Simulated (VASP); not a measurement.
# Ge (Cmcm) in VASP: single point with B3LYP

Aim: the single point of Ge with B3LYP.

All numbers are computed with VASP 6.6.1; they aren't measurements. Logs are shortened: lines on timing, memory, paths and dates and some standing lists are left out, and cuts for length are marked.

## (1) The cell of the first run

The typed cell holds 2 atoms: a = 3.090 Å, b = 3.090 Å, c = 5.024 Å, α = 90.00°, β = 90.00°, γ = 120.46°.

## (2) Single point, B3LYP

POSCAR

```
Ge
1.0
    1.5340794023     -2.6818388570      0.0000000000
    1.5340794023      2.6818388570      0.0000000000
    0.0000000000      0.0000000000      5.0239213626
Ge
2
Direct
    0.2498090299      0.7501909701      0.2500000000
    0.7501909701      0.2498090299      0.7500000000
```

INCAR.step1

```
PREC     = Accurate       # precision mode
ENCUT    = 520            # plane-wave cutoff, eV
EDIFF    = 1E-5           # SCF threshold, eV
ISMEAR   = -1             # smearing method
SIGMA    = 0.05           # smearing width, eV
LREAL    = F              # projectors in reciprocal space
LASPH    = T              # aspherical terms in the spheres
NELM     = 100            # most SCF steps
ALGO     = Normal         # electronic algorithm
ISIF     = 2              # what is computed and relaxed
LWAVE    = T              # write WAVECAR
LCHARG   = F              # write CHGCAR
NBANDS   = 21             # bands
GGA      = PE             # functional
```

INCAR.step2

```
PREC     = Accurate       # precision mode
ENCUT    = 520            # plane-wave cutoff, eV
EDIFF    = 1E-6           # SCF threshold, eV
ISMEAR   = -1             # smearing method
SIGMA    = 0.05           # smearing width, eV
LREAL    = F              # projectors in reciprocal space
LASPH    = T              # aspherical terms in the spheres
NELM     = 100            # most SCF steps
ALGO     = Normal         # electronic algorithm
ISIF     = 2              # what is computed and relaxed
LWAVE    = F              # write WAVECAR
LCHARG   = F              # write CHGCAR
GGA      = B3             # functional
LHFCALC  = T              # exact exchange
AEXX     = 0.2            # exact-exchange fraction
AGGAX    = 0.72         
AGGAC    = 0.81         
ALDAC    = 0.19         
PRECFOCK = Normal       
NBANDS   = 21             # bands
ISTART   = 1
```

KPOINTS

```
regular mesh
0
Gamma
  5 5 3
```

Potentials or basis: VASP PAW PBE potentials, release 64 (Ge_d).

On the command line:

```console
$ cat potpaw_PBE.64/Ge_d/POTCAR > POTCAR
$ cp INCAR.step1 INCAR
$ mpirun -np 1 vasp_std > vasp.out
$ cp INCAR.step2 INCAR
$ mpirun -np 1 vasp_std > vasp.out
```

OUTCAR:

```text
PREC = Accurate
   ENCUT = 520
   EDIFF = 1E-6
   ISMEAR = -1
   LREAL = F
   LASPH = T
   NELM = 100
   ISIF = 2
   GGA = B3
   LHFCALC = T
   AEXX = 0.2
   PRECFOCK = Normal
   ISTART = 1

 ion  position               nearest neighbor table
   1  0.250  0.750  0.250-
   2  0.750  0.250  0.750-

  LATTYP: Found a base centered orthorhombic cell.
 ALAT       =     3.0681588046
 B/A-ratio  =     1.7481747379
 C/A-ratio  =     1.6374385039

  Lattice vectors:

 A1 = (   1.5340794023,  -2.6818388570,   0.0000000000)
 A2 = (   1.5340794023,   2.6818388570,   0.0000000000)
 A3 = (   0.0000000000,   0.0000000000,   5.0239213626)

Analysis of symmetry for initial positions (statically):
=====================================================================
 Subroutine PRICEL returns:
 Original cell was already a primitive cell.

 Routine SETGRP: Setting up the symmetry group for a
 base centered orthorhombic supercell.

 Subroutine GETGRP returns: Found  8 space group operations
 (whereof  4 operations were pure point group operations)
 out of a pool of  8 trial point group operations.

The static configuration has the point symmetry C_2h.
 The point group associated with its full space group is D_2h.

Analysis of symmetry for dynamics (positions and initial velocities):
=====================================================================
 Subroutine PRICEL returns:
 Original cell was already a primitive cell.

 Routine SETGRP: Setting up the symmetry group for a
 base centered orthorhombic supercell.

 Subroutine GETGRP returns: Found  8 space group operations
 (whereof  4 operations were pure point group operations)
 out of a pool of  8 trial point group operations.

The dynamic configuration has the point symmetry C_2h.
 The point group associated with its full space group is D_2h.

 Subroutine INISYM returns: Found  8 space group operations
 (whereof  4 operations are pure point group operations),
 and found     1 'primitive' translations

----------------------------------------------------------------------------------------

                                     Primitive cell

  volume of cell :      41.3384

  direct lattice vectors                    reciprocal lattice vectors
     1.534079402 -2.681838857  0.000000000     0.325928371 -0.186439241  0.000000000
     1.534079402  2.681838857  0.000000000     0.325928371  0.186439241  0.000000000
     0.000000000  0.000000000  5.023921363     0.000000000  0.000000000  0.199047702

  length of vectors
     3.089605034  3.089605034  5.023921363     0.375484877  0.375484877  0.199047702

  position of ions in fractional coordinates (direct lattice)
     0.249809030  0.750190970  0.250000000
     0.750190970  0.249809030  0.750000000

  ion indices of the primitive-cell ions
   primitive index   ion index
                 1           1
                 2           2

----------------------------------------------------------------------------------------

 KPOINTS: regular mesh

Automatic generation of k-mesh.
 Grid dimensions read from file:
 generate k-points for:    5    5    3

 Generating k-lattice:

  Cartesian coordinates                     Fractional coordinates (reciprocal lattice)
     0.065185674 -0.037287848  0.000000000     0.200000000  0.000000000  0.000000000
     0.065185674  0.037287848  0.000000000     0.000000000  0.200000000  0.000000000
     0.000000000  0.000000000  0.066349234     0.000000000  0.000000000  0.333333333

  Length of vectors
     0.075096975  0.075096975  0.066349234

  Shift w.r.t. Gamma in fractional coordinates (k-lattice)
     0.000000000  0.000000000  0.000000000

 Subroutine IBZKPT returns following result:
 ===========================================

 Found     18 irreducible k-points:

 Following reciprocal coordinates:
            Coordinates               Weight
  0.000000  0.000000  0.000000      1.000000
  0.200000 -0.000000  0.000000      4.000000
  0.400000 -0.000000  0.000000      4.000000
  0.200000  0.200000  0.000000      2.000000
  0.400000  0.200000  0.000000      4.000000
 -0.400000  0.200000  0.000000      4.000000
[... 10 lines left out ...]
  0.400000  0.400000  0.333333      4.000000
 -0.400000  0.400000  0.333333      4.000000
   k-points           NKPTS =     18   k-points in BZ     NKDIM =     75   number of bands    NBANDS=     21
   number of dos      NEDOS =    301   number of ions     NIONS =      2
   total plane-waves  NPLWV =  23040
   dimension x,y,z NGX =    24 NGY =   24 NGZ =   40
   dimension x,y,z NGXF=    48 NGYF=   48 NGZF=   80
   ions per type =               2
   NGX,Y,Z   is equivalent  to a cutoff of  12.91, 12.91, 13.24 a.u.
   NGXF,Y,Z  is equivalent  to a cutoff of  25.83, 25.83, 26.47 a.u.
 SYSTEM =  unknown system
   PREC   = accura    normal or accurate (medium, high low for compatibility)
   ISTART =      1    job   : 0-new  1-cont  2-samecut
   ICHARG =      0    charge: 1-file 2-atom 10-const
   ISPIN  =      1    spin polarized calculation?
   LNONCOLLINEAR =      F non collinear calculations
   LSORBIT =      F    spin-orbit coupling
   LASPH  =      T    aspherical Exc in radial PAW
   ENCUT  =  520.0 eV  38.22 Ry    6.18 a.u.   5.74  5.74  9.34*2*pi/ulx,y,z
   NELM   =    100;   NELMIN=  2; NELMDL=  0     # of ELM steps
   EDIFF  = 0.1E-05   stopping-criterion for ELM
   LREAL  =      F    real-space projection
   EDIFFG = 0.1E-04   stopping-criterion for IOM
   NSW    =      0    number of steps for IOM
   IBRION =     -1    ionic relax: 0-MD 1-quasi-New 2-CG
   NFREE  =      0    steps in history (QN), initial steepest desc. (CG)
   ISIF   =      2    stress and relaxation
   ISYM   =      3    0-nonsym 1-usesym 2-fastsym
   POTIM  = 0.5000    time-step for ionic-motion
   TEBEG  =    0.0;   TEEND  =   0.0 temperature during run
   PSTRESS=    0.0 pullay stress
   NELECT =      28.0000    total number of electrons
   NUPDOWN=      -1.0000    fix difference up-down
   EMIN   =  10.00;   EMAX   =-10.00  energy-range for DOS
   EFERMI =   0.00;   METHOD = LEGACY
   ISMEAR =    -1;   SIGMA  =   0.05  broadening in eV -4-tet -1-fermi 0-gaus
   EFERMI_NEDOS =   21; number of points for ismear=-14 and -15
   IALGO  =     38    algorithm
   IMIX   =      1    mixing-type and parameters
     AMIX     =   0.40;   BMIX     =  1.00
     AMIX_MAG =   1.60;   BMIX_MAG =  1.00
  volume/ion in A,a.u.               =      20.67       139.48
  Fermi-wavevector in a.u.,A,eV,Ry     =   1.437727  2.716910 28.124039  2.067059
  Thomas-Fermi vector in A             =   2.556773
   LORBIT       =      0    0 simple, 1 ext, 2 COOP (PROOUT), +10 PAW based schemes
   GGA     = B3    functional components
   LHFCALC =     T    Hartree Fock is set to
   PRECFOCK=normal    Normal, Fast or Accurate (Low or Medium for compatibility)
   ENCUT4O =  -1.0   cutoff for four orbital integrals eV
   NKREDX  =     1    reduce k-point grid by
   NKREDY  =     1    reduce k-point grid by
   NKREDZ  =     1    reduce k-point grid by
   AEXX    =    0.2000 exact exchange contribution
   HFSCREEN=    0.0000 screening length (either q_TF or 0.3 A-1)
   HFSCREENC=   0.0000 screening length for correlation (either q_TF or 0.3 A-1)
   ENCUTFOCK=  -1.0 apply spherical cutoff to Coloumb kernel
   IVDW    =     0    specifies the selected vdW correction
   LEPSILON=     F    determine dielectric tensor
   LRPA    =     F    only Hartree local field effects (RPA)
 non-spin polarized calculation
  energy-cutoff  :      520.00
  volume of cell :       41.34
 maximum number of plane-waves:      1120
  NGX = 18; NGY = 18; NGZ = 30

 number of electron      27.9999958 magnetization

 Free energy of the ion-electron system (eV)
  ---------------------------------------------------
  ext. energy  EPLUGINS =         0.00000000
  ---------------------------------------------------
  free energy    TOTEN  =        -8.64049001 eV

  energy without entropy =       -8.63747163  energy(sigma->0) =       -8.63898082

 E-fermi :   5.8994     XC(G=0):  -8.6290

 val. band max:        5.2990007824   @ k =   0.4000   0.4000   0.0000
 cond. band min:       5.9544148559   @ k =   0.2000   0.2000   0.3333
 fundamental gap:      0.6554140735
 Fermi energy:         5.8993682645

 k-point     1 :       0.0000    0.0000    0.0000
  band No.  band energies     occupation
      1     -21.7993      2.00000
      2     -21.7901      2.00000
      3     -21.7833      2.00000
      4     -21.7655      2.00000
      5     -21.7524      2.00000
      6     -21.7492      2.00000
[... 13 lines left out ...]
     20      18.1949      0.00000
     21      19.2240      0.00000

 k-point     2 :       0.2000   -0.0000    0.0000
  band No.  band energies     occupation
      1     -21.7879      2.00000
      2     -21.7833      2.00000
      3     -21.7671      2.00000
      4     -21.7667      2.00000
      5     -21.7461      2.00000
      6     -21.7349      2.00000
[... 13 lines left out ...]
     20      18.6893      0.00000
     21      19.8293      0.00000

 k-point     3 :       0.4000   -0.0000    0.0000
  band No.  band energies     occupation
      1     -21.7846      2.00000
      2     -21.7796      2.00000
      3     -21.7757      2.00000
      4     -21.7495      2.00000
      5     -21.7290      2.00000
      6     -21.7275      2.00000
[... 13 lines left out ...]
     20      17.1113      0.00000
     21      19.1807      0.00000
[... 313 lines left out ...]
 k-point    17 :       0.4000    0.4000    0.3333
  band No.  band energies     occupation
      1     -21.7887      2.00000
      2     -21.7773      2.00000
      3     -21.7620      2.00000
      4     -21.7547      2.00000
      5     -21.7419      2.00000
      6     -21.7346      2.00000
[... 13 lines left out ...]
     20      18.4297      0.00000
     21      19.2943      0.00000

 k-point    18 :      -0.4000    0.4000    0.3333
  band No.  band energies     occupation
      1     -21.7991      2.00000
      2     -21.7776      2.00000
      3     -21.7652      2.00000
      4     -21.7627      2.00000
      5     -21.7438      2.00000
      6     -21.7306      2.00000
[... 13 lines left out ...]
     20      15.2263      0.00000
     21      16.9306      0.00000

------------------------ aborting loop because EDIFF is reached ----------------------------------------

  FORCE on cell =-STRESS in cart. coord.  units (eV):
  Direction    XX          YY          ZZ          XY          YZ          ZX
  --------------------------------------------------------------------------------------
  -------------------------------------------------------------------------------------
  Total       -0.0357721     -0.0419271     -0.0290531      0.0000000      0.0000000      0.0000000
  in kB       -1.3864419     -1.6249940     -1.1260285      0.0000000      0.0000000      0.0000000
  external PRESSURE =      -1.3791548 kB  Pullay stress =       0.0000000 kB

 VOLUME and BASIS-vectors are now :
 -----------------------------------------------------------------------------
  energy-cutoff  :      520.00
  volume of cell :       41.34
      direct lattice vectors                 reciprocal lattice vectors
     1.534079402 -2.681838857  0.000000000     0.325928371 -0.186439241  0.000000000
     1.534079402  2.681838857  0.000000000     0.325928371  0.186439241  0.000000000
     0.000000000  0.000000000  5.023921363     0.000000000  0.000000000  0.199047702

 POSITION                                       TOTAL-FORCE (eV/Angst)
 -----------------------------------------------------------------------------------
      1.53408      1.34194      1.25598         0.000000      0.000098      0.000000
      1.53408     -1.34194      3.76794         0.000000     -0.000098      0.000000
 -----------------------------------------------------------------------------------
    total drift:                               -0.000000      0.000000      0.000000

  FREE ENERGIE OF THE ION-ELECTRON SYSTEM (eV)
  ---------------------------------------------------
  free  energy   TOTEN  =        -8.6404900068 eV

  energy  without entropy=       -8.6374716267  energy(sigma->0) =       -8.63898082
```

Wall time 33 min (1 thread of Intel Xeon Platinum 8375C at 2.90GHz (Ice Lake), shared host); peak memory 0.17 GiB.

What came out:

```
Free energy            : -8.6405 eV
Pressure               : -0.1 GPa
Band gap on the k mesh : zero (bands 14 and 15 overlap by 7.82 eV)
```

Caveat: the k points lie up to 0.47 Å⁻¹ apart, too coarse for converged energies and pressures of a metal; the PAW data sets were made with another functional, which shifts forces and pressure a little.
